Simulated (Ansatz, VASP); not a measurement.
**Rh in VASP and in Ansatz**

File POSCAR:

```
Rh
1.0
    2.5954974576      0.0000000000      0.0000000000
   -1.2977487288      2.2477667337      0.0000000000
    0.0000000000      0.0000000000      4.0007278411
Rh
2
Direct
    0.6666666667      0.3333333333      0.7500000000
    0.3333333333      0.6666666667      0.2500000000
```

INCAR.step1

```
ALGO     = Normal         # electronic algorithm
EDIFF    = 1E-4           # SCF threshold, eV
ENCUT    = 520            # plane-wave cutoff, eV
GGA      = PE             # functional
ISMEAR   = 0              # smearing method
LASPH    = True           # aspherical terms in the spheres
LCHARG   = False          # write CHGCAR
LREAL    = False          # projectors in reciprocal space
LWAVE    = True           # write WAVECAR
NBANDS   = 22             # bands
NELM     = 60             # most SCF steps
PREC     = Accurate       # precision mode
SIGMA    = 0.15           # smearing width, eV
```

INCAR.step2

```
ALGO     = Normal         # electronic algorithm
EDIFF    = 1E-7           # SCF threshold, eV
ENCUT    = 520            # plane-wave cutoff, eV
ISIF     = 2              # what is computed and relaxed
ISMEAR   = 0              # smearing method
ISTART   = 1            
LASPH    = True           # aspherical terms in the spheres
LCHARG   = False          # write CHGCAR
LMIXTAU  = True         
LREAL    = False          # projectors in reciprocal space
LWAVE    = False          # write WAVECAR
METAGGA  = R2SCAN         # meta-GGA
NBANDS   = 22             # bands
NELM     = 60             # most SCF steps
PREC     = Accurate       # precision mode
SIGMA    = 0.15           # smearing width, eV
```

The input KPOINTS:

```
k-points
0
Gamma
  24 24 14
```

Input for Ansatz:

```yaml
crystal:
  lattice:
    - [2.5954974576, 0.0, 0.0]
    - [-1.2977487288, 2.2477667337, 0.0]
    - [0.0, 0.0, 4.0007278411]
  atoms:
    - { symbol: Rh, position: [0.6666666667, 0.3333333333, 0.75] }
    - { symbol: Rh, position: [0.3333333333, 0.6666666667, 0.25] }
basis:
  ecutwfc: 500
kpoints:
  mp_grid: { grid: [24, 24, 14] }
hamiltonian:
  xc: r2scan
scf:
  occupations: { method: gaussian, width: 0.15 }
output:
  forces: true
  stress: true
  eigenvalues: true
  write_density: true
  write_potential: true
  elf: true
  volumetric_format: npy
```

Change from the starting cell: strain -0.040 along x and y, -0.080 along z, atoms carried along.

Alike in both runs: task single point; functional r2SCAN; k mesh 24 × 24 × 14; occupations gaussian, width 0.15 eV; no spin polarisation.

|  | VASP | Ansatz |
| --- | --- | --- |
| version | VASP 6.6.1 | Ansatz 0.2.0 |
| potentials or method | VASP PAW PBE potentials, release 64 (Rh_pv), cutoff 520 eV | scalar-relativistic, plane waves, PAW |
| valence electrons in the cell | 30 | 34 |

Ansatz gave:

| Property | Result |
| --- | --- |
| gap on the k mesh at the Fermi level (eV) | none |
| pressure (GPa) | 71.8 |
| traceless stress, the component that is largest in VASP (GPa) | 16.69 |

Question: What did VASP give for the same quantities?

Answer: gap on the k mesh at the Fermi level (eV): none; pressure (GPa): 74.4; traceless stress, the component that is largest in VASP (GPa): 17.01.

VASP's potentials were made for PBE, not for r2SCAN. A gap of «none» marks a metal or a gap that the smearing closes. Both programs put the cell under a high pressure, so it lies far from rest at this level. With one functional, cell and mesh, what is left measures potentials, basis and numerics. VASP's potentials hold 30 valence electrons a cell and Ansatz's 34, so a difference there can come from the potentials and not from the codes.

Noted on VASP's run: the cell as given lies far from equilibrium.
